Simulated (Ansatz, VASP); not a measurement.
Two plane-wave programs on Hf2SiOF2

```
CELL_PARAMETERS angstrom
3.74381 0.00000 0.00000
-1.87190 3.24223 0.00000
0.00000 0.00000 6.43161
ATOMIC_POSITIONS crystal
Hf 0.33333 0.66667 0.22222
Hf 0.66667 0.33333 0.77778
Si 0.00000 0.00000 0.50000
O 0.00000 0.00000 0.00000
F 0.33333 0.66667 0.83426
F 0.66667 0.33333 0.16574
```

Change from the starting cell: species swapped into the LiTbCu2P2 type (P-3m1, No. 164).

Alike in both runs: task relaxation of cell and atoms; functional PBE; k mesh 12 × 12 × 6; occupations gaussian, width 0.1 eV; no spin polarisation.

|  | VASP | Ansatz |
| --- | --- | --- |
| version | VASP 6.6.1 | Ansatz 0.2.0 |
| potentials or method | VASP PAW PBE potentials, release 64 (Hf_pv, Si, O, F), cutoff 600 eV | scalar-relativistic, plane waves, PAW |
| valence electrons in the cell | 44 | 76 |

Ansatz gave:

| Quantity | Value |
| --- | --- |
| gap on the k mesh at the Fermi level, each at its own relaxed structure (eV) | none |
| relaxed volume (Å³/atom) | 13.03 |
| relaxed length of the cell vector where the two differ most in proportion (Å) | 3.746 |

Problem. Estimate VASP's values.

Solution. gap on the k mesh at the Fermi level, each at its own relaxed structure (eV): none; relaxed volume (Å³/atom): 12.87; relaxed length of the cell vector where the two differ most in proportion (Å): 3.726.

A gap of «none» marks a metal or a gap that the smearing closes. VASP's potentials hold 44 valence electrons a cell and Ansatz's 76, so a difference there can come from the potentials and not from the codes.

Neither program's run includes spin-orbit coupling.
